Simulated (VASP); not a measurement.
# TiO2 (P4_2/mnm) in VASP: a series of runs

The runs below take TiO2 through single point, with PBE.

Everything below comes from runs of VASP 6.6.1. Logs are shortened: lines on timing, memory, paths and dates and some standing lists are left out, and cuts for length are marked.

## Step 1: The cell of the first run

Symmetry: P4_2/mnm, No. 136, tetragonal system. Conventional cell: a = 4.968 Å, b = 4.968 Å, c = 2.964 Å, α = 90.00°, β = 90.00°, γ = 90.00°. Within 2.7 Å of Ti (site symmetry mmm) lie 6 O at 2.02 to 2.14 Å. O (site symmetry m2m) has 3 Ti at 2.02 to 2.14 Å and 1 O at 2.74 Å within 2.8 Å.

## Step 2: Single point, PBE

Input file INCAR:

```
SYSTEM = TiO2
  PREC = Accurate
  ENCUT = 520
  EDIFF = 1E-6
  ISMEAR = 0
  SIGMA = 0.05
  LREAL = .False.
  LASPH = .True.
  NELM = 60
  ALGO = Normal
  ISIF = 2
  LWAVE = .False.
  LCHARG = .False.
  GGA = PE
  NBANDS = 33
```

Input file KPOINTS:

```
Automatic mesh
0
Gamma
  6 6 10
  0 0 0
```

Input file POSCAR:

```
TiO2
1.0
    4.9684000000      0.0000000000      0.0000000000
    0.0000000000      4.9684000000      0.0000000000
    0.0000000000      0.0000000000      2.9638636879
Ti O
2 4
Direct
    0.0000000000      0.0000000000      0.0000000000
    0.5000000000      0.5000000000      0.5000000000
    0.3050970583      0.3050970583      0.0000000000
    0.1949029417      0.8050970583      0.5000000000
    0.6949029417      0.6949029417      0.0000000000
    0.8050970583      0.1949029417      0.5000000000
```

Potentials or basis: VASP PAW PBE potentials, release 64 (Ti_sv, O).

Started as:

```bash
$ cat potpaw_PBE.64/Ti_sv/POTCAR potpaw_PBE.64/O/POTCAR > POTCAR
$ mpirun -np 1 vasp_std > vasp.out
```

OUTCAR:

```text
SYSTEM = TiO2
   PREC = Accurate
   ENCUT = 520
   EDIFF = 1E-6
   ISMEAR = 0
   LREAL = .False.
   LASPH = .True.
   NELM = 60
   ISIF = 2
   GGA = PE

 ion  position               nearest neighbor table
   1  0.000  0.000  0.000-   4 2.02   6 2.02   4 2.02   6 2.02   5 2.14   3 2.14
   2  0.500  0.500  0.500-   3 2.02   5 2.02   3 2.02   5 2.02   4 2.14   6 2.14
   3  0.305  0.305  0.000-   2 2.02   2 2.02   1 2.14
   4  0.195  0.805  0.500-   1 2.02   1 2.02   2 2.14
   5  0.695  0.695  0.000-   2 2.02   2 2.02   1 2.14
   6  0.805  0.195  0.500-   1 2.02   1 2.02   2 2.14

  LATTYP: Found a simple tetragonal cell.
 ALAT       =     4.9684000000
 C/A-ratio  =     0.5965428886

  Lattice vectors:

 A1 = (   4.9684000000,   0.0000000000,   0.0000000000)
 A2 = (   0.0000000000,   4.9684000000,   0.0000000000)
 A3 = (   0.0000000000,   0.0000000000,   2.9638636879)

Analysis of symmetry for initial positions (statically):
=====================================================================
 Subroutine PRICEL returns:
 Original cell was already a primitive cell.

 Routine SETGRP: Setting up the symmetry group for a
 simple tetragonal supercell.

 Subroutine GETGRP returns: Found 16 space group operations
 (whereof  8 operations were pure point group operations)
 out of a pool of 16 trial point group operations.

The static configuration has the point symmetry D_2h.
 The point group associated with its full space group is D_4h.

Analysis of symmetry for dynamics (positions and initial velocities):
=====================================================================
 Subroutine PRICEL returns:
 Original cell was already a primitive cell.

 Routine SETGRP: Setting up the symmetry group for a
 simple tetragonal supercell.

 Subroutine GETGRP returns: Found 16 space group operations
 (whereof  8 operations were pure point group operations)
 out of a pool of 16 trial point group operations.

The dynamic configuration has the point symmetry D_2h.
 The point group associated with its full space group is D_4h.

 Subroutine INISYM returns: Found 16 space group operations
 (whereof  8 operations are pure point group operations),
 and found     1 'primitive' translations

----------------------------------------------------------------------------------------

                                     Primitive cell

  volume of cell :      73.1630

  direct lattice vectors                    reciprocal lattice vectors
     4.968400000  0.000000000  0.000000000     0.201272039  0.000000000  0.000000000
     0.000000000  4.968400000  0.000000000     0.000000000  0.201272039  0.000000000
     0.000000000  0.000000000  2.963863688     0.000000000  0.000000000  0.337397433

  length of vectors
     4.968400000  4.968400000  2.963863688     0.201272039  0.201272039  0.337397433

  position of ions in fractional coordinates (direct lattice)
     0.000000000  0.000000000  0.000000000
     0.500000000  0.500000000  0.500000000
     0.305097058  0.305097058  0.000000000
     0.194902942  0.805097058  0.500000000
     0.694902942  0.694902942  0.000000000
     0.805097058  0.194902942  0.500000000

  ion indices of the primitive-cell ions
   primitive index   ion index
                 1           1
                 2           2
                 3           3
                 4           4
                 5           5
                 6           6

----------------------------------------------------------------------------------------

 KPOINTS: Automatic mesh

Automatic generation of k-mesh.
 Grid dimensions read from file:
 generate k-points for:    6    6   10

 Generating k-lattice:

  Cartesian coordinates                     Fractional coordinates (reciprocal lattice)
     0.033545340  0.000000000  0.000000000     0.166666667  0.000000000  0.000000000
     0.000000000  0.033545340  0.000000000     0.000000000  0.166666667  0.000000000
     0.000000000  0.000000000  0.033739743     0.000000000  0.000000000  0.100000000

  Length of vectors
     0.033545340  0.033545340  0.033739743

  Shift w.r.t. Gamma in fractional coordinates (k-lattice)
     0.000000000  0.000000000  0.000000000

 Subroutine IBZKPT returns following result:
 ===========================================

 Found     60 irreducible k-points:

 Following reciprocal coordinates:
            Coordinates               Weight
  0.000000  0.000000  0.000000      1.000000
  0.166667  0.000000  0.000000      4.000000
  0.333333  0.000000  0.000000      4.000000
  0.500000  0.000000  0.000000      2.000000
  0.166667  0.166667  0.000000      4.000000
  0.333333  0.166667  0.000000      8.000000
[... 16 lines left out ...]
  0.333333  0.000000  0.200000      8.000000
  0.500000  0.000000  0.200000      4.000000
 [... further k-points ...]
   k-points           NKPTS =     60   k-points in BZ     NKDIM =     60   number of bands    NBANDS=     33
   number of dos      NEDOS =    301   number of ions     NIONS =      6
   total plane-waves  NPLWV =  38400
   dimension x,y,z NGX =    40 NGY =   40 NGZ =   24
   dimension x,y,z NGXF=    80 NGYF=   80 NGZF=   48
   ions per type =               2   4
   NGX,Y,Z   is equivalent  to a cutoff of  13.38, 13.38, 13.46 a.u.
   NGXF,Y,Z  is equivalent  to a cutoff of  26.77, 26.77, 26.92 a.u.
 SYSTEM =  TiO2
   PREC   = accura    normal or accurate (medium, high low for compatibility)
   ISTART =      0    job   : 0-new  1-cont  2-samecut
   ICHARG =      2    charge: 1-file 2-atom 10-const
   ISPIN  =      1    spin polarized calculation?
   LNONCOLLINEAR =      F non collinear calculations
   LSORBIT =      F    spin-orbit coupling
   LASPH  =      T    aspherical Exc in radial PAW
   ENCUT  =  520.0 eV  38.22 Ry    6.18 a.u.   9.24  9.24  5.51*2*pi/ulx,y,z
   NELM   =     60;   NELMIN=  2; NELMDL= -5     # of ELM steps
   EDIFF  = 0.1E-05   stopping-criterion for ELM
   LREAL  =      F    real-space projection
   EDIFFG = 0.1E-04   stopping-criterion for IOM
   NSW    =      0    number of steps for IOM
   IBRION =     -1    ionic relax: 0-MD 1-quasi-New 2-CG
   NFREE  =      0    steps in history (QN), initial steepest desc. (CG)
   ISIF   =      2    stress and relaxation
   ISYM   =      2    0-nonsym 1-usesym 2-fastsym
   POTIM  = 0.5000    time-step for ionic-motion
   TEBEG  =    0.0;   TEEND  =   0.0 temperature during run
   PSTRESS=    0.0 pullay stress
   NELECT =      48.0000    total number of electrons
   NUPDOWN=      -1.0000    fix difference up-down
   EMIN   =  10.00;   EMAX   =-10.00  energy-range for DOS
   EFERMI =   0.00;   METHOD = LEGACY
   ISMEAR =     0;   SIGMA  =   0.05  broadening in eV -4-tet -1-fermi 0-gaus
   EFERMI_NEDOS =   21; number of points for ismear=-14 and -15
   IALGO  =     38    algorithm
   IMIX   =      4    mixing-type and parameters
     AMIX     =   0.40;   BMIX     =  1.00
     AMIX_MAG =   1.60;   BMIX_MAG =  1.00
  volume/ion in A,a.u.               =      12.19        82.29
  Fermi-wavevector in a.u.,A,eV,Ry     =   1.422519  2.688171 27.532217  2.023561
  Thomas-Fermi vector in A             =   2.543214
   LORBIT       =      0    0 simple, 1 ext, 2 COOP (PROOUT), +10 PAW based schemes
   GGA     = PE    functional components
   LHFCALC =     F    Hartree Fock is set to
   AEXX    =    0.0000 exact exchange contribution
   IVDW    =     0    specifies the selected vdW correction
   LEPSILON=     F    determine dielectric tensor
   LRPA    =     F    only Hartree local field effects (RPA)
 non-spin polarized calculation
 Gauss-broadening in eV      SIGMA  =   0.05
  energy-cutoff  :      520.00
  volume of cell :       73.16
 maximum number of plane-waves:      2004
 NGX is ok and might be reduce to    40
   NGX = 19   NGY = 19   NGZ = 11

 number of electron      47.9999989 magnetization

 Free energy of the ion-electron system (eV)
  ---------------------------------------------------
  ext. energy  EPLUGINS =         0.00000000
  ---------------------------------------------------
  free energy    TOTEN  =       -52.96293366 eV

  energy without entropy =      -52.96293366  energy(sigma->0) =      -52.96293366

 E-fermi :   3.3764     XC(G=0): -10.5581

 val. band max:        3.0290664219   @ k =   0.0000   0.0000   0.1000
 cond. band min:       4.6660132936   @ k =   0.5000   0.5000   0.0000
 fundamental gap:      1.6369468717
 Fermi energy:         3.3764115550

 k-point     1 :       0.0000    0.0000    0.0000
  band No.  band energies     occupation
      1     -54.0883      2.00000
      2     -54.0823      2.00000
      3     -30.2759      2.00000
      4     -30.2759      2.00000
      5     -30.2069      2.00000
      6     -30.2069      2.00000
[... 25 lines left out ...]
     32       8.7556      0.00000
     33       8.8728      0.00000

 k-point     2 :       0.1667    0.0000    0.0000
  band No.  band energies     occupation
      1     -54.0879      2.00000
      2     -54.0827      2.00000
      3     -30.2715      2.00000
      4     -30.2713      2.00000
      5     -30.2118      2.00000
      6     -30.2115      2.00000
[... 25 lines left out ...]
     32       8.7122      0.00000
     33       8.8486      0.00000

 k-point     3 :       0.3333    0.0000    0.0000
  band No.  band energies     occupation
      1     -54.0868      2.00000
      2     -54.0838      2.00000
      3     -30.2593      2.00000
      4     -30.2586      2.00000
      5     -30.2249      2.00000
      6     -30.2242      2.00000
[... 25 lines left out ...]
     32       8.5261      0.00000
     33       8.6094      0.00000

 k-point     4 :       0.5000    0.0000    0.0000
  band No.  band energies     occupation
      1     -54.0853      2.00000
      2     -54.0853      2.00000
      3     -30.2427      2.00000
      4     -30.2427      2.00000
      5     -30.2410      2.00000
      6     -30.2410      2.00000
[... 673 lines left out ...]
     32       8.0926      0.00000
     33       8.4004      0.00000

 k-point    23 :       0.3333    0.0000    0.2000
  band No.  band energies     occupation
      1     -54.0744      2.00000
      2     -54.0720      2.00000
      3     -30.2713      2.00000
      4     -30.2658      2.00000
      5     -30.2353      2.00000
      6     -30.2327      2.00000
[... 25 lines left out ...]
     32       7.6794      0.00000
     33       8.4175      0.00000

 k-point    24 :       0.5000    0.0000    0.2000
  band No.  band energies     occupation
      1     -54.0732      2.00000
      2     -54.0732      2.00000
      3     -30.2697      2.00000
      4     -30.2697      2.00000
      5     -30.2247      2.00000
      6     -30.2247      2.00000
[... 25 lines left out ...]
     32       7.3977      0.00000
     33       8.6156      0.00000

 [... further k-points ...]
[... 5 lines left out ...]
  --------------------------------------------------------------------------------------
  -------------------------------------------------------------------------------------
  Total      -10.3867770    -10.3867770     -6.7902245     -0.0000000      0.0000000      0.0000000
  in kB     -227.4573929   -227.4573929   -148.6974026     -0.0000000      0.0000000      0.0000000
  external PRESSURE =    -201.2040628 kB  Pullay stress =       0.0000000 kB

 VOLUME and BASIS-vectors are now :
 -----------------------------------------------------------------------------
  energy-cutoff  :      520.00
  volume of cell :       73.16
      direct lattice vectors                 reciprocal lattice vectors
     4.968400000  0.000000000  0.000000000     0.201272039  0.000000000  0.000000000
     0.000000000  4.968400000  0.000000000     0.000000000  0.201272039  0.000000000
     0.000000000  0.000000000  2.963863688     0.000000000  0.000000000  0.337397433

 POSITION                                       TOTAL-FORCE (eV/Angst)
 -----------------------------------------------------------------------------------
      0.00000      0.00000      0.00000         0.000000      0.000000      0.000000
      2.48420      2.48420      1.48193         0.000000      0.000000      0.000000
      1.51584      1.51584      0.00000         0.624942      0.624942      0.000000
      0.96836      4.00004      1.48193        -0.624942      0.624942      0.000000
      3.45256      3.45256      0.00000        -0.624942     -0.624942     -0.000000
      4.00004      0.96836      1.48193         0.624942     -0.624942     -0.000000
 -----------------------------------------------------------------------------------
    total drift:                                0.000000     -0.000000     -0.000000

  FREE ENERGIE OF THE ION-ELECTRON SYSTEM (eV)
  ---------------------------------------------------
  free  energy   TOTEN  =       -52.9629336619 eV

  energy  without entropy=      -52.9629336619  energy(sigma->0) =      -52.96293366
```

Wall time 67 s (1 thread of Intel Xeon 6975P-C (Granite Rapids), shared host); peak memory 0.25 GiB.

Results:

```
Free energy            : -52.9629 eV
Pressure               : -20.1 GPa
Largest force          : 0.884 eV/Å
Band gap on the k mesh : 1.64 eV (least direct gap 1.65 eV)
```

Forces in eV/Å, atoms in the order of the input:
```
Ti   0.000  0.000  0.000
Ti   0.000  0.000  0.000
O    0.625  0.625  0.000
O   -0.625  0.625  0.000
O   -0.625 -0.625  0.000
O    0.625 -0.625  0.000
```

Caveat: the cell stands under tension. A k mesh can miss the band edges.

## Step 3: Single point, PBE

This run uses another cell than the first one, of 12.29 Å³/atom.

Input file INCAR:

```
SYSTEM = TiO2
ALGO = Normal
EDIFF = 1E-7
ENCUT = 520
GGA = PE
ISIF = 2
ISMEAR = 0
LASPH = .True.
LCHARG = .False.
LREAL = .False.
LWAVE = .False.
NBANDS = 33
NELM = 80
PREC = Accurate
SIGMA = 0.05
```

Input file KPOINTS:

```
k-points
0
Gamma
  6 6 10
  0 0 0
```

POSCAR: that of step 2 with these lines changed.

```diff
@@ -2,5 +2,5 @@
 1.0
-    4.9684000000      0.0000000000      0.0000000000
-    0.0000000000      4.9684000000      0.0000000000
-    0.0000000000      0.0000000000      2.9638636879
+    4.8601000000      0.0000000000      0.0000000000
+    0.0000000000      4.8601000000      0.0000000000
+    0.0000000000      0.0000000000      3.1219000000
 Ti O
```

Potentials or basis: VASP PAW PBE potentials, release 64 (Ti_sv, O).

Started as:

```bash
$ cat potpaw_PBE.64/Ti_sv/POTCAR potpaw_PBE.64/O/POTCAR > POTCAR
$ mpirun -np 1 vasp_std > vasp.out
```

Run time: 78 s. Hardware: 1 thread of Intel Xeon 6975P-C (Granite Rapids), shared host; peak memory 0.25 GiB.

The run converged. Its results:

```
Free energy            : -52.8782 eV
Pressure               : -23.5 GPa
Largest force          : 0.562 eV/Å
Band gap on the k mesh : 1.48 eV
```

Forces in eV/Å, atoms in the order of the input:
```
Ti   0.000  0.000  0.000
Ti   0.000  0.000  0.000
O    0.398  0.398  0.000
O   -0.398  0.398  0.000
O   -0.398 -0.398  0.000
O    0.398 -0.398  0.000
```

Stress tensor (GPa, compression positive):
```
-21.00   0.00   0.00
  0.00 -21.00   0.00
  0.00   0.00 -28.62
```

Levels at points of the mesh, in eV from the valence-band top:
```tsv
k point	band 22	band 23	band 24	band 25	band 26	band 27
(0.00, 0.00, 0.00)	-0.41	-0.41	0.00	1.48	1.70	1.90
(0.50, 0.00, 0.00)	-1.48	-0.60	-0.60	1.97	1.97	2.34
(0.50, 0.50, 0.00)	-1.23	-1.00	-1.00	1.49	1.49	1.97
(0.00, 0.00, 0.50)	-1.81	-1.28	-1.28	2.32	2.32	2.45
(0.50, 0.00, 0.50)	-1.72	-0.82	-0.82	1.54	1.54	2.46
(0.50, 0.50, 0.50)	-1.01	-0.65	-0.65	2.07	2.07	2.48
```

Caveat: the cell stands under tension. A k mesh can miss the band edges.

## Step 4: Single point, PBE

This run uses another cell than the first one, of 12.52 Å³/atom.

Input file INCAR:

```
PREC = Accurate
ENCUT = 520
EDIFF = 1E-7
ISMEAR = 0
SIGMA = 0.05
LREAL = F
LASPH = T
NELM = 100
ALGO = Normal
ISIF = 2
LWAVE = F
LCHARG = F
GGA = PE
NBANDS = 33
```

Input file KPOINTS:

```
Automatic mesh
0
Gamma
  6 6 10
```

POSCAR: that of step 3 with these lines changed.

```diff
@@ -2,5 +2,5 @@
 1.0
-    4.8601000000      0.0000000000      0.0000000000
-    0.0000000000      4.8601000000      0.0000000000
-    0.0000000000      0.0000000000      3.1219000000
+    4.9684000000      0.0000000000      0.0000000000
+    0.0000000000      4.9684000000      0.0000000000
+    0.0000000000      0.0000000000      3.0429000000
 Ti O
```

Started as:

```bash
$ cat potpaw_PBE.64/Ti_sv/POTCAR potpaw_PBE.64/O/POTCAR > POTCAR
$ mpirun -np 1 vasp_std > vasp.out
```

Wall time 83 s (1 thread of Intel Xeon 6975P-C (Granite Rapids), shared host); peak memory 0.25 GiB.

Results (log left out):

* Free energy: -52.7278 eV
* Pressure: -24.2 GPa
* Largest force: 0.890 eV/Å
* Band gap on the k mesh: 1.53 eV

Forces in eV/Å, atoms in the order of the input:
```
Ti   0.000  0.000  0.000
Ti   0.000  0.000  0.000
O    0.629  0.629  0.000
O   -0.629  0.629  0.000
O   -0.629 -0.629  0.000
O    0.629 -0.629  0.000
```

Stress tensor (GPa, compression positive):
```
-24.42   0.00   0.00
  0.00 -24.42   0.00
  0.00   0.00 -23.82
```

Levels at points of the mesh, in eV from the valence-band top:
```tsv
k point	band 21	band 22	band 23	band 24	band 25	band 26	band 27	band 28
(0.00, 0.00, 0.00)	-0.49	-0.34	-0.34	0.00	1.54	1.70	2.15	2.15
(0.50, 0.00, 0.00)	-1.14	-1.14	-0.52	-0.52	2.02	2.02	2.46	2.46
(0.50, 0.50, 0.00)	-0.94	-0.94	-0.92	-0.92	1.53	1.53	2.16	2.16
(0.00, 0.00, 0.50)	-1.53	-1.53	-1.22	-1.22	2.36	2.36	2.81	2.81
(0.50, 0.00, 0.50)	-1.62	-1.62	-0.69	-0.69	1.65	1.65	2.80	2.80
(0.50, 0.50, 0.50)	-0.84	-0.84	-0.62	-0.62	2.15	2.15	2.63	2.63
```

Caveat: the cell stands under tension.

## Step 5: Summary

| cell | gap on the mesh (eV) | pressure (GPa) | largest force (eV/Å) |
| --- | --- | --- | --- |
| a = 4.968, b = 4.968, c = 2.964 Å, 6 atoms | 1.64 | -20.1 | 0.88 |
| a = 4.860, b = 4.860, c = 3.122 Å, 6 atoms | 1.48 | -23.5 | 0.56 |
| a = 4.968, b = 4.968, c = 3.043 Å, 6 atoms | 1.53 | -24.2 | 0.89 |

Alike in all rows: task single point; level PBE; potentials or basis VASP PAW PBE potentials, release 64 (Ti_sv, O); no spin polarisation; k mesh 6 × 6 × 10; cutoff (eV) 520; smearing gaussian 0.05 eV.

Caveats: the cell stands under tension.

Total energies depend on the potentials used, so only differences within one code and one set of settings carry meaning.
